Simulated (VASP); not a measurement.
# TiC (Fm-3m) in VASP: further runs

TiC is run at these levels: PBEsol; tasks: single point, relaxation of cell and atoms.

All numbers are computed with VASP 6.6.1; they aren't measurements. Logs are shortened: lines on timing, memory, paths and dates and some standing lists are left out, and cuts for length are marked.

### Step 1. The cell of the first run

Symmetry: Fm-3m, No. 225, cubic system. Conventional cell: a = 4.322 Å, b = 4.322 Å, c = 4.322 Å, α = 90.00°, β = 90.00°, γ = 90.00°. Ti (site symmetry m-3m) has 6 C at 2.16 Å within 2.9 Å. C (site symmetry m-3m) has 6 Ti at 2.16 Å within 2.9 Å.

### Step 2. Single point, PBEsol (10.09 Å³/atom)

Input file INCAR:

```
PREC = Accurate
ENCUT = 520
EDIFF = 1E-6
ISMEAR = -1
SIGMA = 0.15
LREAL = F
LASPH = T
NELM = 60
ALGO = Normal
ISIF = 2
LWAVE = F
LCHARG = F
GGA = PS
NBANDS = 15
```

Input file KPOINTS:

```
Automatic mesh
0
Gamma
  16 16 16
```

Input file POSCAR:

```
TiC
1.0
    0.0000000000      2.1610180311      2.1610180311
    2.1610180311      0.0000000000      2.1610180311
    2.1610180311      2.1610180311      0.0000000000
Ti C
1 1
Direct
    0.0000000000      0.0000000000      0.0000000000
    0.5000000000      0.5000000000      0.5000000000
```

Potentials or basis: VASP PAW PBE potentials, release 64 (Ti_sv, C).

The run is started by

```console
cat potpaw_PBE.64/Ti_sv/POTCAR potpaw_PBE.64/C/POTCAR > POTCAR
mpirun -np 1 vasp_std > vasp.out
```

OUTCAR:

```text
PREC = Accurate
   ENCUT = 520
   EDIFF = 1E-6
   ISMEAR = -1
   LREAL = F
   LASPH = T
   NELM = 60
   ISIF = 2
   GGA = PS

 ion  position               nearest neighbor table
   1  0.000  0.000  0.000-   2 2.16   2 2.16   2 2.16   2 2.16   2 2.16   2 2.16
   2  0.500  0.500  0.500-   1 2.16   1 2.16   1 2.16   1 2.16   1 2.16   1 2.16

  LATTYP: Found a face centered cubic cell.
 ALAT       =     4.3220360622

  Lattice vectors:

 A1 = (   0.0000000000,   2.1610180311,   2.1610180311)
 A2 = (   2.1610180311,   0.0000000000,   2.1610180311)
 A3 = (   2.1610180311,   2.1610180311,   0.0000000000)

Analysis of symmetry for initial positions (statically):
=====================================================================
 Subroutine PRICEL returns:
 Original cell was already a primitive cell.

 Routine SETGRP: Setting up the symmetry group for a
 face centered cubic supercell.

 Subroutine GETGRP returns: Found 48 space group operations
 (whereof 48 operations were pure point group operations)
 out of a pool of 48 trial point group operations.

The static configuration has the point symmetry O_h .

Analysis of symmetry for dynamics (positions and initial velocities):
=====================================================================
 Subroutine PRICEL returns:
 Original cell was already a primitive cell.

 Routine SETGRP: Setting up the symmetry group for a
 face centered cubic supercell.

 Subroutine GETGRP returns: Found 48 space group operations
 (whereof 48 operations were pure point group operations)
 out of a pool of 48 trial point group operations.

The dynamic configuration has the point symmetry O_h .

 Subroutine INISYM returns: Found 48 space group operations
 (whereof 48 operations are pure point group operations),
 and found     1 'primitive' translations

----------------------------------------------------------------------------------------

                                     Primitive cell

  volume of cell :      20.1839

  direct lattice vectors                    reciprocal lattice vectors
     0.000000000  2.161018031  2.161018031    -0.231372433  0.231372433  0.231372433
     2.161018031  0.000000000  2.161018031     0.231372433 -0.231372433  0.231372433
     2.161018031  2.161018031  0.000000000     0.231372433  0.231372433 -0.231372433

  length of vectors
     3.056141008  3.056141008  3.056141008     0.400748810  0.400748810  0.400748810

  position of ions in fractional coordinates (direct lattice)
     0.000000000  0.000000000  0.000000000
     0.500000000  0.500000000  0.500000000

  ion indices of the primitive-cell ions
   primitive index   ion index
                 1           1
                 2           2

----------------------------------------------------------------------------------------

 KPOINTS: Automatic mesh

Automatic generation of k-mesh.
 Grid dimensions read from file:
 generate k-points for:   16   16   16

 Generating k-lattice:

  Cartesian coordinates                     Fractional coordinates (reciprocal lattice)
    -0.014460777  0.014460777  0.014460777     0.062500000  0.000000000  0.000000000
     0.014460777 -0.014460777  0.014460777     0.000000000  0.062500000  0.000000000
     0.014460777  0.014460777 -0.014460777     0.000000000  0.000000000  0.062500000

  Length of vectors
     0.025046801  0.025046801  0.025046801

  Shift w.r.t. Gamma in fractional coordinates (k-lattice)
     0.000000000  0.000000000  0.000000000

 Subroutine IBZKPT returns following result:
 ===========================================

 Found    145 irreducible k-points:

 Following reciprocal coordinates:
            Coordinates               Weight
  0.000000  0.000000  0.000000      1.000000
  0.062500  0.000000  0.000000      8.000000
  0.125000  0.000000  0.000000      8.000000
  0.187500  0.000000  0.000000      8.000000
  0.250000  0.000000  0.000000      8.000000
  0.312500  0.000000  0.000000      8.000000
[... 16 lines left out ...]
 -0.125000  0.062500  0.000000     24.000000
 -0.062500  0.062500  0.000000     12.000000
 [... further k-points ...]
   k-points           NKPTS =    145   k-points in BZ     NKDIM =    145   number of bands    NBANDS=     15
   number of dos      NEDOS =    301   number of ions     NIONS =      2
   total plane-waves  NPLWV =  13824
   dimension x,y,z NGX =    24 NGY =   24 NGZ =   24
   dimension x,y,z NGXF=    48 NGYF=   48 NGZF=   48
   ions per type =               1   1
   NGX,Y,Z   is equivalent  to a cutoff of  13.06, 13.06, 13.06 a.u.
   NGXF,Y,Z  is equivalent  to a cutoff of  26.11, 26.11, 26.11 a.u.
 SYSTEM =  unknown system
   PREC   = accura    normal or accurate (medium, high low for compatibility)
   ISTART =      0    job   : 0-new  1-cont  2-samecut
   ICHARG =      2    charge: 1-file 2-atom 10-const
   ISPIN  =      1    spin polarized calculation?
   LNONCOLLINEAR =      F non collinear calculations
   LSORBIT =      F    spin-orbit coupling
   LASPH  =      T    aspherical Exc in radial PAW
   ENCUT  =  520.0 eV  38.22 Ry    6.18 a.u.   5.68  5.68  5.68*2*pi/ulx,y,z
   NELM   =     60;   NELMIN=  2; NELMDL= -5     # of ELM steps
   EDIFF  = 0.1E-05   stopping-criterion for ELM
   LREAL  =      F    real-space projection
   EDIFFG = 0.1E-04   stopping-criterion for IOM
   NSW    =      0    number of steps for IOM
   IBRION =     -1    ionic relax: 0-MD 1-quasi-New 2-CG
   NFREE  =      0    steps in history (QN), initial steepest desc. (CG)
   ISIF   =      2    stress and relaxation
   ISYM   =      2    0-nonsym 1-usesym 2-fastsym
   POTIM  = 0.5000    time-step for ionic-motion
   TEBEG  =    0.0;   TEEND  =   0.0 temperature during run
   PSTRESS=    0.0 pullay stress
   NELECT =      16.0000    total number of electrons
   NUPDOWN=      -1.0000    fix difference up-down
   EMIN   =  10.00;   EMAX   =-10.00  energy-range for DOS
   EFERMI =   0.00;   METHOD = LEGACY
   ISMEAR =    -1;   SIGMA  =   0.15  broadening in eV -4-tet -1-fermi 0-gaus
   EFERMI_NEDOS =   21; number of points for ismear=-14 and -15
   IALGO  =     38    algorithm
   IMIX   =      4    mixing-type and parameters
     AMIX     =   0.40;   BMIX     =  1.00
     AMIX_MAG =   1.60;   BMIX_MAG =  1.00
  volume/ion in A,a.u.               =      10.09        68.10
  Fermi-wavevector in a.u.,A,eV,Ry     =   1.515118  2.863158 31.233294  2.295582
  Thomas-Fermi vector in A             =   2.624685
   LORBIT       =      0    0 simple, 1 ext, 2 COOP (PROOUT), +10 PAW based schemes
   GGA     = PS    functional components
   LHFCALC =     F    Hartree Fock is set to
   AEXX    =    0.0000 exact exchange contribution
   IVDW    =     0    specifies the selected vdW correction
   LEPSILON=     F    determine dielectric tensor
   LRPA    =     F    only Hartree local field effects (RPA)
 non-spin polarized calculation
  energy-cutoff  :      520.00
  volume of cell :       20.18
 maximum number of plane-waves:       560
   NGX = 11   NGY = 11   NGZ = 11

 number of electron      16.0000001 magnetization

 Free energy of the ion-electron system (eV)
  ---------------------------------------------------
  ext. energy  EPLUGINS =         0.00000000
  ---------------------------------------------------
  free energy    TOTEN  =       -19.80810203 eV

  energy without entropy =      -19.78294534  energy(sigma->0) =      -19.79552368

 E-fermi :   9.3673     XC(G=0): -12.8941

 val. band max:        9.3613607903   @ k =   0.1250   0.1250   0.0000
 cond. band min:       9.3738586383   @ k =   0.1250   0.0625   0.0000
 fundamental gap:      0.0124978479
 Fermi energy:         9.3673400087

 k-point     1 :       0.0000    0.0000    0.0000
  band No.  band energies     occupation
      1     -46.9297      2.00000
      2     -23.0530      2.00000
      3     -23.0530      2.00000
      4     -23.0530      2.00000
      5      -3.0215      2.00000
      6      10.0459      0.02146
      7      10.0459      0.02146
      8      10.0459      0.02146
      9      11.0879      0.00002
     10      11.0879      0.00002
     11      11.0879      0.00002
     12      11.1200      0.00002
     13      11.1200      0.00002
     14      19.9487      0.00000
     15      23.3305      0.00000

 k-point     2 :       0.0625    0.0000    0.0000
  band No.  band energies     occupation
      1     -46.9268      2.00000
      2     -23.0736      2.00000
      3     -23.0549      2.00000
      4     -23.0549      2.00000
      5      -2.9316      2.00000
      6       9.6074      0.33587
      7       9.8540      0.07504
      8       9.8540      0.07504
      9      10.4102      0.00191
     10      10.4102      0.00191
     11      11.3207      0.00000
     12      12.1210      0.00000
     13      12.1210      0.00000
     14      20.1081      0.00000
     15      23.3770      0.00000

 k-point     3 :       0.1250    0.0000    0.0000
  band No.  band energies     occupation
      1     -46.9185      2.00000
      2     -23.1318      2.00000
      3     -23.0604      2.00000
      4     -23.0604      2.00000
      5      -2.6676      2.00000
      6       8.7298      1.97187
      7       9.0939      1.72180
      8       9.0939      1.72180
      9      10.4780      0.00122
     10      10.4780      0.00122
     11      11.6475      0.00000
     12      13.1959      0.00000
     13      13.1959      0.00000
     14      20.4932      0.00000
     15      23.4256      0.00000
[... 343 lines left out ...]
 k-point    23 :      -0.1250    0.0625    0.0000
  band No.  band energies     occupation
      1     -46.9124      2.00000
      2     -23.1657      2.00000
      3     -23.0796      2.00000
      4     -23.0577      2.00000
      5      -2.4708      2.00000
      6       8.2473      1.99886
      7       8.5837      1.98929
      8       8.7731      1.96265
      9      10.3601      0.00267
     10      10.9318      0.00006
     11      11.9621      0.00000
     12      13.0424      0.00000
     13      14.1754      0.00000
     14      20.7515      0.00000
     15      23.4239      0.00000

 k-point    24 :      -0.0625    0.0625    0.0000
  band No.  band energies     occupation
      1     -46.9221      2.00000
      2     -23.1020      2.00000
      3     -23.0666      2.00000
      4     -23.0542      2.00000
      5      -2.7846      2.00000
      6       9.1541      1.61115
      7       9.3295      1.12553
      8       9.3575      1.03293
      9      10.1587      0.01017
     10      10.7640      0.00018
     11      11.6732      0.00000
     12      12.2448      0.00000
     13      13.1185      0.00000
     14      20.3527      0.00000
     15      23.4265      0.00000

 [... further k-points ...]
[... 5 lines left out ...]
  --------------------------------------------------------------------------------------
  -------------------------------------------------------------------------------------
  Total       -0.6082316     -0.6082316     -0.6082316      0.0000000      0.0000000      0.0000000
  in kB      -48.2807961    -48.2807961    -48.2807961      0.0000000      0.0000000      0.0000000
  external PRESSURE =     -48.2807961 kB  Pullay stress =       0.0000000 kB

 VOLUME and BASIS-vectors are now :
 -----------------------------------------------------------------------------
  energy-cutoff  :      520.00
  volume of cell :       20.18
      direct lattice vectors                 reciprocal lattice vectors
     0.000000000  2.161018031  2.161018031    -0.231372433  0.231372433  0.231372433
     2.161018031  0.000000000  2.161018031     0.231372433 -0.231372433  0.231372433
     2.161018031  2.161018031  0.000000000     0.231372433  0.231372433 -0.231372433

 POSITION                                       TOTAL-FORCE (eV/Angst)
 -----------------------------------------------------------------------------------
      0.00000      0.00000      0.00000        -0.000000      0.000000      0.000000
      2.16102      2.16102      2.16102         0.000000     -0.000000     -0.000000
 -----------------------------------------------------------------------------------
    total drift:                                0.000000     -0.000000     -0.000000

  FREE ENERGIE OF THE ION-ELECTRON SYSTEM (eV)
  ---------------------------------------------------
  free  energy   TOTEN  =       -19.8081020276 eV

  energy  without entropy=      -19.7829453409  energy(sigma->0) =      -19.79552368
```

Run time: 53 s. Hardware: 1 thread of Intel Xeon 8259CL, shared host; peak memory 0.17 GiB.

Results:

```
Free energy            : -19.8081 eV
Pressure               : -4.8 GPa
Band gap on the k mesh : zero (bands 8 and 9 overlap by 1.08 eV)
```

Levels at points of the mesh, in eV from the Fermi level:
| k point | band 4 | band 5 | band 6 | band 7 | band 8 | band 9 | band 10 | band 11 | band 12 | band 13 |
| --- | --- | --- | --- | --- | --- | --- | --- | --- | --- | --- |
| (0.00, 0.00, 0.00) | -32.42 | -12.39 | 0.68 | 0.68 | 0.68 | 1.72 | 1.72 | 1.72 | 1.75 | 1.75 |
| (0.50, 0.00, 0.00) | -32.47 | -8.83 | -5.89 | -2.91 | -2.91 | 2.96 | 2.96 | 4.16 | 8.20 | 8.29 |
| (0.50, 0.50, 0.00) | -32.60 | -10.08 | -3.44 | -1.68 | -0.01 | -0.01 | 2.77 | 3.57 | 3.57 | 5.93 |

Caveat: the cell stands under tension; the PAW data sets were made with another functional, which shifts forces and pressure a little.

### Step 3. Single point, PBEsol

This run uses another cell than the first one, of 8.90 Å³/atom.

Input file INCAR:

```
SYSTEM = TiC
ALGO = Normal ; EDIFF = 1E-6
ENCUT = 520 ; GGA = PS
ISIF = 2 ; ISMEAR = -1
LASPH = .True. ; LCHARG = .False.
LREAL = .False. ; LWAVE = .False.
NBANDS = 15 ; NELM = 60
PREC = Accurate ; SIGMA = 0.15
```

Input file KPOINTS:

```
k-points
0
Gamma
  18 18 18
  0 0 0
```

Input file POSCAR:

```
TiC
1.0
    0.0000000000      2.0721891536      2.0721891536
    2.0721891536      0.0000000000      2.0721891536
    2.0721891536      2.0721891536      0.0000000000
Ti C
1 1
Direct
    0.0000000000      0.0000000000      0.0000000000
    0.5000000000      0.5000000000      0.5000000000
```

Potentials or basis: VASP PAW PBE potentials, release 64 (Ti_sv, C).

The run is started by

```console
cat potpaw_PBE.64/Ti_sv/POTCAR potpaw_PBE.64/C/POTCAR > POTCAR
mpirun -np 1 vasp_std > vasp.out
```

Run time: 69 s. Hardware: 1 thread of Intel Xeon 8259CL, shared host; peak memory 0.19 GiB.

It converged, with:

```
Free energy            : -19.6106 eV
Pressure               : 35.1 GPa
Band gap on the k mesh : zero (bands 8 and 9 overlap by 1.11 eV)
```

Levels at points of the mesh, in eV from the Fermi level:
```tsv
k point	band 6	band 7	band 8	band 9	band 10	band 11
(0.00, 0.00, 0.00)	0.70	0.70	0.70	1.88	1.88	1.88
(0.50, 0.00, 0.00)	-6.50	-3.35	-3.35	3.48	3.48	4.92
(0.50, 0.50, 0.00)	-3.47	-2.11	0.12	0.12	3.25	4.22
```

Caveat: the cell stands under pressure; the PAW data sets were made with another functional, which shifts forces and pressure a little.

### Step 4. Relaxation of cell and atoms, PBEsol

This run uses another cell than the first one, of 9.89 Å³/atom.

Input file INCAR:

```
SYSTEM = TiC
PREC = Accurate
ENCUT = 600
EDIFF = 1E-7
ISMEAR = -1
SIGMA = 0.15
LREAL = .FALSE.
LASPH = .TRUE.
NELM = 60
ALGO = Normal
ISIF = 3
LWAVE = .FALSE.
LCHARG = .FALSE.
GGA = PS
IBRION = 2
NSW = 80
EDIFFG = -0.001
```

Input file KPOINTS:

```
Automatic mesh
0
G
  16 16 16
  0 0 0
```

Input file POSCAR:

```
TiC
1.0
    0.0000000000      2.1466854677      2.1466854677
    2.1466854677      0.0000000000      2.1466854677
    2.1466854677      2.1466854677      0.0000000000
Ti C
1 1
Direct
    0.0000000000      0.0000000000      0.0000000000
    0.5000000000      0.5000000000      0.5000000000
```

The run is started by

```console
cat potpaw_PBE.64/Ti_sv/POTCAR potpaw_PBE.64/C/POTCAR > POTCAR
mpirun -np 1 vasp_std > vasp.out
```

Wall time 2 min (1 thread of Intel Xeon 8259CL, shared host); peak memory 0.18 GiB.

It converged, with:

- Free energy: -19.8140 eV
- Relaxed volume: 9.90 Å³/atom
- Relaxed cell: a = 3.037 Å, b = 3.037 Å, c = 3.037 Å, α = 60.00°, β = 60.00°, γ = 60.00°
- Space group after relaxing (to 0.1 Å): Fm-3m (No. 225)
- Energy gained by relaxing: 0.0 meV/atom
- Ionic steps: 3
- Pressure after relaxing: 0.0 GPa
- Band gap on the k mesh: zero (bands 8 and 9 overlap by 1.09 eV)

Final structure:
```
Ti C
1.0
     0.00000    2.14726    2.14726
     2.14726    0.00000    2.14726
     2.14726    2.14726    0.00000
Ti C
1 1
Direct
  0.00000 0.00000 0.00000
  0.50000 0.50000 0.50000
```

Levels at points of the mesh, in eV from the Fermi level:
| k point | band 6 | band 7 | band 8 | band 9 | band 10 | band 11 |
| --- | --- | --- | --- | --- | --- | --- |
| (0.00, 0.00, 0.00) | 0.68 | 0.68 | 0.68 | 1.75 | 1.75 | 1.75 |
| (0.50, 0.00, 0.00) | -5.98 | -2.97 | -2.97 | 3.03 | 3.03 | 4.27 |
| (0.50, 0.50, 0.00) | -3.45 | -1.74 | 0.01 | 0.01 | 2.84 | 3.66 |

Caveat: the PAW data sets were made with another functional, which shifts forces and pressure a little.

### Step 5. Overview

```tsv
task	cell	k mesh	cutoff (eV)	gap on the mesh (eV)	pressure (GPa)
single point	a = 3.056 Å, angles 60.0°, 2 atoms	16 × 16 × 16	520	none	-4.8
single point	a = 2.931 Å, angles 60.0°, 2 atoms	18 × 18 × 18	520	none	35.1
relaxation of cell and atoms	relaxed from a = 3.036 Å, angles 60.0°, 2 atoms	16 × 16 × 16	600	none	0.0
```

Alike in all rows: level PBEsol; potentials or basis VASP PAW PBE potentials, release 64 (Ti_sv, C); no spin polarisation; smearing fermi-dirac 0.15 eV.

Caveats: the PAW data sets were made with another functional, which shifts forces and pressure a little; the cell stands under tension (at least some runs); the cell stands under pressure (at least some runs).

Total energies depend on the potentials used, so only differences within one code and one set of settings carry meaning.

The gap in the log of VASP goes by the Fermi energy; the results here count the filled bands.